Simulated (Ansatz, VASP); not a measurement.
# Two plane-wave programs on LiSnF4

```
CELL_PARAMETERS angstrom
4.27317 0.00000 0.00000
0.00000 4.27317 0.00000
0.00000 0.00000 6.86136
ATOMIC_POSITIONS crystal
Li 0.50000 0.50000 0.50000
Sn 0.00000 0.00000 0.00000
F 0.00000 0.00000 0.30711
F 0.00000 0.00000 0.69289
F 0.00000 0.50000 0.00000
F 0.50000 0.00000 0.00000
```

Alike in both runs: functional PBE; k mesh 10 × 10 × 6; occupations gaussian, width 0.1 eV; no spin polarisation.

Ansatz relaxed the structure, and its values are those at the end. VASP's run is a single point on that final structure, the one shown.

```csv
,VASP,Ansatz
version,VASP 6.6.1,Ansatz 0.2.0
potentials or method,"VASP PAW PBE potentials, release 64 (Li_sv, Sn_d, F), cutoff 520 eV","scalar-relativistic, plane waves, PAW"
valence electrons in the cell,45,45
```

Ansatz gave:

```
gap on the k mesh at the Fermi level (eV) : none
rms of the force components (eV/Å)        : 0.002
```

Q: What did VASP give for the same quantities?

A: gap on the k mesh at the Fermi level (eV): none; rms of the force components (eV/Å): 0.023.

A gap of «none» marks a metal or a gap that the smearing closes.

Noted on VASP's run: the cutoff is under 1.25 times that of the potentials, so the pressure is a little rough.
